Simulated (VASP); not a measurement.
# Cs (Pm-3m) in VASP: notebook

Runs on Cs. Level: LDA. Tasks: single point.

Program: VASP 6.6.1. These are calculated values, not measurements. Logs are shortened: lines on timing, memory, paths and dates and some standing lists are left out, and cuts for length are marked.

### 1 The cell of the first run

It takes space group Pm-3m (No. 221, cubic). The conventional cell has a = 4.171 Å, b = 4.171 Å, c = 4.171 Å, α = 90.00°, β = 90.00°, γ = 90.00°. Cs (site symmetry m-3m) has 6 Cs at 4.17 Å within 5.5 Å.

### 2 Single point, LDA (volume scaled by 0.7)

Input file INCAR:

```
SYSTEM = Cs
  PREC = Accurate
  ENCUT = 520
  EDIFF = 1E-6
  ISMEAR = -1
  SIGMA = 0.1
  LREAL = .FALSE.
  LASPH = .TRUE.
  NELM = 100
  ALGO = Normal
  ISIF = 2
  LWAVE = .FALSE.
  LCHARG = .TRUE.
  GGA = CA
  LELF = .TRUE.
  LVHAR = .TRUE.
  NBANDS = 10
```

Input file KPOINTS:

```
regular mesh
0
G
  8 8 8
  0 0 0
```

Input file POSCAR:

```
Cs
1.0
    4.1706235804      0.0000000000      0.0000000000
    0.0000000000      4.1706235804      0.0000000000
    0.0000000000      0.0000000000      4.1706235804
Cs
1
Direct
    0.0000000000      0.0000000000      0.0000000000
```

Potentials or basis: VASP PAW LDA potentials, release 64 (Cs_sv).

On the command line:

```sh
cat potpaw_LDA.64/Cs_sv/POTCAR > POTCAR
mpirun -np 1 vasp_std > vasp.out
```

OUTCAR:

```text
SYSTEM = Cs
   PREC = Accurate
   ENCUT = 520
   EDIFF = 1E-6
   ISMEAR = -1
   LREAL = .FALSE.
   LASPH = .TRUE.
   NELM = 100
   ISIF = 2
   GGA = CA

 ion  position               nearest neighbor table
   1  0.000  0.000  0.000-

  LATTYP: Found a simple cubic cell.
 ALAT       =     4.1706235804

  Lattice vectors:

 A1 = (   4.1706235804,   0.0000000000,   0.0000000000)
 A2 = (   0.0000000000,   4.1706235804,   0.0000000000)
 A3 = (   0.0000000000,   0.0000000000,   4.1706235804)

Analysis of symmetry for initial positions (statically):
=====================================================================
 Subroutine PRICEL returns:
 Original cell was already a primitive cell.

 Routine SETGRP: Setting up the symmetry group for a
 simple cubic supercell.

 Subroutine GETGRP returns: Found 48 space group operations
 (whereof 48 operations were pure point group operations)
 out of a pool of 48 trial point group operations.

The static configuration has the point symmetry O_h .

Analysis of symmetry for dynamics (positions and initial velocities):
=====================================================================
 Subroutine PRICEL returns:
 Original cell was already a primitive cell.

 Routine SETGRP: Setting up the symmetry group for a
 simple cubic supercell.

 Subroutine GETGRP returns: Found 48 space group operations
 (whereof 48 operations were pure point group operations)
 out of a pool of 48 trial point group operations.

The dynamic configuration has the point symmetry O_h .

 Subroutine INISYM returns: Found 48 space group operations
 (whereof 48 operations are pure point group operations),
 and found     1 'primitive' translations

----------------------------------------------------------------------------------------

                                     Primitive cell

  volume of cell :      72.5442

  direct lattice vectors                    reciprocal lattice vectors
     4.170623580  0.000000000  0.000000000     0.239772298  0.000000000  0.000000000
     0.000000000  4.170623580  0.000000000     0.000000000  0.239772298  0.000000000
     0.000000000  0.000000000  4.170623580     0.000000000  0.000000000  0.239772298

  length of vectors
     4.170623580  4.170623580  4.170623580     0.239772298  0.239772298  0.239772298

  position of ions in fractional coordinates (direct lattice)
     0.000000000  0.000000000  0.000000000

  ion indices of the primitive-cell ions
   primitive index   ion index
                 1           1

----------------------------------------------------------------------------------------

 KPOINTS: regular mesh

Automatic generation of k-mesh.
 Grid dimensions read from file:
 generate k-points for:    8    8    8

 Generating k-lattice:

  Cartesian coordinates                     Fractional coordinates (reciprocal lattice)
     0.029971537  0.000000000  0.000000000     0.125000000  0.000000000  0.000000000
     0.000000000  0.029971537  0.000000000     0.000000000  0.125000000  0.000000000
     0.000000000  0.000000000  0.029971537     0.000000000  0.000000000  0.125000000

  Length of vectors
     0.029971537  0.029971537  0.029971537

  Shift w.r.t. Gamma in fractional coordinates (k-lattice)
     0.000000000  0.000000000  0.000000000

 Subroutine IBZKPT returns following result:
 ===========================================

 Found     35 irreducible k-points:

 Following reciprocal coordinates:
            Coordinates               Weight
  0.000000  0.000000  0.000000      1.000000
  0.125000  0.000000  0.000000      6.000000
  0.250000  0.000000  0.000000      6.000000
  0.375000  0.000000  0.000000      6.000000
  0.500000  0.000000  0.000000      3.000000
  0.125000  0.125000  0.000000     12.000000
[... 16 lines left out ...]
  0.375000  0.375000  0.125000     24.000000
  0.500000  0.375000  0.125000     24.000000
 [... further k-points ...]
   k-points           NKPTS =     35   k-points in BZ     NKDIM =     35   number of bands    NBANDS=     10
   number of dos      NEDOS =    301   number of ions     NIONS =      1
   total plane-waves  NPLWV =  32768
   dimension x,y,z NGX =    32 NGY =   32 NGZ =   32
   dimension x,y,z NGXF=    64 NGYF=   64 NGZF=   64
   ions per type =               1
   NGX,Y,Z   is equivalent  to a cutoff of  12.76, 12.76, 12.76 a.u.
   NGXF,Y,Z  is equivalent  to a cutoff of  25.51, 25.51, 25.51 a.u.
 SYSTEM =  Cs
   PREC   = accura    normal or accurate (medium, high low for compatibility)
   ISTART =      0    job   : 0-new  1-cont  2-samecut
   ICHARG =      2    charge: 1-file 2-atom 10-const
   ISPIN  =      1    spin polarized calculation?
   LNONCOLLINEAR =      F non collinear calculations
   LSORBIT =      F    spin-orbit coupling
   LASPH  =      T    aspherical Exc in radial PAW
   ENCUT  =  520.0 eV  38.22 Ry    6.18 a.u.   7.75  7.75  7.75*2*pi/ulx,y,z
   NELM   =    100;   NELMIN=  2; NELMDL= -5     # of ELM steps
   EDIFF  = 0.1E-05   stopping-criterion for ELM
   LREAL  =      F    real-space projection
   EDIFFG = 0.1E-04   stopping-criterion for IOM
   NSW    =      0    number of steps for IOM
   IBRION =     -1    ionic relax: 0-MD 1-quasi-New 2-CG
   NFREE  =      0    steps in history (QN), initial steepest desc. (CG)
   ISIF   =      2    stress and relaxation
   ISYM   =      2    0-nonsym 1-usesym 2-fastsym
   POTIM  = 0.5000    time-step for ionic-motion
   TEBEG  =    0.0;   TEEND  =   0.0 temperature during run
   PSTRESS=    0.0 pullay stress
   NELECT =       9.0000    total number of electrons
   NUPDOWN=      -1.0000    fix difference up-down
   EMIN   =  10.00;   EMAX   =-10.00  energy-range for DOS
   EFERMI =   0.00;   METHOD = LEGACY
   ISMEAR =    -1;   SIGMA  =   0.10  broadening in eV -4-tet -1-fermi 0-gaus
   EFERMI_NEDOS =   21; number of points for ismear=-14 and -15
   IALGO  =     38    algorithm
   IMIX   =      4    mixing-type and parameters
     AMIX     =   0.40;   BMIX     =  1.00
     AMIX_MAG =   1.60;   BMIX_MAG =  1.00
  volume/ion in A,a.u.               =      72.54       489.55
  Fermi-wavevector in a.u.,A,eV,Ry     =   0.816497  1.542956  9.070563  0.666668
  Thomas-Fermi vector in A             =   1.926776
   LORBIT       =      0    0 simple, 1 ext, 2 COOP (PROOUT), +10 PAW based schemes
   GGA     = CA    functional components
   LHFCALC =     F    Hartree Fock is set to
   AEXX    =    0.0000 exact exchange contribution
   IVDW    =     0    specifies the selected vdW correction
   LEPSILON=     F    determine dielectric tensor
   LRPA    =     F    only Hartree local field effects (RPA)
 non-spin polarized calculation
  energy-cutoff  :      520.00
  volume of cell :       72.54
 maximum number of plane-waves:      1980
 NGX is ok and might be reduce to    32
   NGX = 15   NGY = 15   NGZ = 15

 number of electron       8.9999998 magnetization

 Free energy of the ion-electron system (eV)
  ---------------------------------------------------
  ext. energy  EPLUGINS =         0.00000000
  ---------------------------------------------------
  free energy    TOTEN  =        -0.83487847 eV

  energy without entropy =       -0.77512404  energy(sigma->0) =       -0.80500125

 E-fermi :   1.6642     XC(G=0):  -6.8578

 val. band max:        1.6595861566   @ k =   0.3750   0.2500   0.0000
 cond. band min:       1.7061078173   @ k =   0.3750   0.3750   0.1250
 fundamental gap:      0.0465216607
 Fermi energy:         1.6641854109

 k-point     1 :       0.0000    0.0000    0.0000
  band No.  band energies     occupation
      1     -22.2031      2.00000
      2      -8.6520      2.00000
      3      -8.6520      2.00000
      4      -8.6520      2.00000
      5      -0.3309      2.00000
      6       2.7126      0.00006
      7       2.7126      0.00006
      8       7.5892      0.00000
      9       7.5892      0.00000
     10       7.5892      0.00000

 k-point     2 :       0.1250    0.0000    0.0000
  band No.  band energies     occupation
      1     -22.1939      2.00000
      2      -8.7850      2.00000
      3      -8.6406      2.00000
      4      -8.6406      2.00000
      5      -0.1079      2.00000
      6       2.7889      0.00003
      7       2.9228      0.00001
      8       6.8589      0.00000
      9       6.8589      0.00000
     10       7.6310      0.00000

 k-point     3 :       0.2500    0.0000    0.0000
  band No.  band energies     occupation
      1     -22.1717      2.00000
      2      -9.0833      2.00000
      3      -8.6129      2.00000
      4      -8.6129      2.00000
      5       0.4483      1.99999
      6       2.9924      0.00000
      7       3.2993      0.00000
      8       5.9454      0.00000
      9       5.9454      0.00000
     10       7.3094      0.00000

 k-point     4 :       0.3750    0.0000    0.0000
  band No.  band energies     occupation
      1     -22.1491      2.00000
      2      -9.3557      2.00000
      3      -8.5847      2.00000
      4      -8.5847      2.00000
      5       1.1379      1.98969
      6       3.1501      0.00000
      7       3.2327      0.00000
      8       5.3349      0.00000
      9       5.3349      0.00000
     10       7.8549      0.00000
[... 222 lines left out ...]
 k-point    22 :       0.5000    0.2500    0.1250
  band No.  band energies     occupation
      1     -22.1006      2.00000
      2      -9.3798      2.00000
      3      -8.9599      2.00000
      4      -8.6550      2.00000
      5       2.0335      0.04857
      6       2.7448      0.00004
      7       4.0694      0.00000
      8       4.3696      0.00000
      9       5.9584      0.00000
     10       6.2875      0.00000

 k-point    23 :       0.3750    0.3750    0.1250
  band No.  band energies     occupation
      1     -22.0881      2.00000
      2      -9.2407      2.00000
      3      -9.2243      2.00000
      4      -8.6385      2.00000
      5       1.7061      0.79340
      6       3.1242      0.00000
      7       4.2825      0.00000
      8       4.5519      0.00000
      9       6.0285      0.00000
     10       6.1840      0.00000

 k-point    24 :       0.5000    0.3750    0.1250
  band No.  band energies     occupation
      1     -22.0790      2.00000
      2      -9.3333      2.00000
      3      -9.2138      2.00000
      4      -8.6263      2.00000
      5       1.6071      1.27796
      6       3.3165      0.00000
      7       4.1366      0.00000
      8       4.5174      0.00000
      9       6.1963      0.00000
     10       6.5833      0.00000

 [... further k-points ...]

------------------------ aborting loop because EDIFF is reached ----------------------------------------

  FORCE on cell =-STRESS in cart. coord.  units (eV):
  Direction    XX          YY          ZZ          XY          YZ          ZX
  --------------------------------------------------------------------------------------
  -------------------------------------------------------------------------------------
  Total        0.3676653      0.3676653      0.3676653     -0.0000000     -0.0000000     -0.0000000
  in kB        8.1200791      8.1200791      8.1200791     -0.0000000     -0.0000000     -0.0000000
  external PRESSURE =       8.1200791 kB  Pullay stress =       0.0000000 kB

 VOLUME and BASIS-vectors are now :
 -----------------------------------------------------------------------------
  energy-cutoff  :      520.00
  volume of cell :       72.54
      direct lattice vectors                 reciprocal lattice vectors
     4.170623580  0.000000000  0.000000000     0.239772298  0.000000000  0.000000000
     0.000000000  4.170623580  0.000000000     0.000000000  0.239772298  0.000000000
     0.000000000  0.000000000  4.170623580     0.000000000  0.000000000  0.239772298

 POSITION                                       TOTAL-FORCE (eV/Angst)
 -----------------------------------------------------------------------------------
      0.00000      0.00000      0.00000         0.000000      0.000000      0.000000
 -----------------------------------------------------------------------------------
    total drift:                                0.000000      0.000000      0.000000

  FREE ENERGIE OF THE ION-ELECTRON SYSTEM (eV)
  ---------------------------------------------------
  free  energy   TOTEN  =        -0.8348784651 eV

  energy  without entropy=       -0.7751240390  energy(sigma->0) =       -0.80500125
```

It took 8.2 s on 1 thread of Intel Xeon 6975P-C, shared host; peak memory 0.16 GiB.

What came out:

- Free energy: -0.8349 eV
- Pressure: 0.8 GPa

Levels at points of the mesh, in eV from the Fermi level:
```csv
k point,band 3,band 4,band 5,band 6,band 7,band 8
"(0.00, 0.00, 0.00)",-10.32,-10.32,-2.00,1.05,1.05,5.93
"(0.50, 0.00, 0.00)",-10.24,-10.24,-0.07,1.12,1.68,3.46
"(0.50, 0.50, 0.00)",-10.99,-10.16,-0.34,1.55,3.53,3.53
"(0.50, 0.50, 0.50)",-10.88,-10.88,0.71,0.71,0.71,3.52
```

Caveat: spin-orbit coupling is left out, which moves the levels of the heavy elements.

### 3 Single point, LDA (volume scaled by 0.8)

Input file INCAR:

```
SYSTEM = Cs
PREC     = Accurate       ! precision mode
ENCUT    = 520            ! plane-wave cutoff, eV
EDIFF    = 1E-7           ! SCF threshold, eV
ISMEAR   = -1             ! smearing method
SIGMA    = 0.1            ! smearing width, eV
LREAL    = .False.        ! projectors in reciprocal space
LASPH    = .True.         ! aspherical terms in the spheres
NELM     = 100            ! most SCF steps
ALGO     = Normal         ! electronic algorithm
ISIF     = 2              ! what is computed and relaxed
LWAVE    = .False.        ! write WAVECAR
LCHARG   = .False.        ! write CHGCAR
NBANDS   = 10             ! bands
```

Input file KPOINTS:

```
Automatic mesh
0
Gamma
  8 8 8
  0 0 0
```

Input file POSCAR:

```
Cs
1.0
    4.3604533378      0.0000000000      0.0000000000
    0.0000000000      4.3604533378      0.0000000000
    0.0000000000      0.0000000000      4.3604533378
Cs
1
Direct
    0.0000000000      0.0000000000      0.0000000000
```

Potentials or basis: VASP PAW LDA potentials, release 64 (Cs_sv).

On the command line:

```sh
cat potpaw_LDA.64/Cs_sv/POTCAR > POTCAR
mpirun -np 1 vasp_std > vasp.out
```

Wall time 9.9 s (1 thread of Intel Xeon 6975P-C, shared host); peak memory 0.16 GiB.

It converged, with:

```yaml
Free_energy: -0.8773 eV
Pressure: 0.5 GPa
```

Levels at points of the mesh, in eV from the Fermi level:
```csv
k point,band 2,band 3,band 4,band 5,band 6,band 7,band 8,band 9
"(0.00, 0.00, 0.00)",-10.45,-10.45,-10.45,-1.95,1.11,1.11,5.40,5.40
"(0.50, 0.00, 0.00)",-11.02,-10.39,-10.39,-0.18,0.87,1.67,3.26,3.26
"(0.50, 0.50, 0.00)",-10.93,-10.93,-10.34,-0.14,1.38,3.04,3.04,3.77
"(0.50, 0.50, 0.50)",-10.85,-10.85,-10.85,0.81,0.81,0.81,3.40,5.77
```

Caveat: spin-orbit coupling is left out, which moves the levels of the heavy elements.
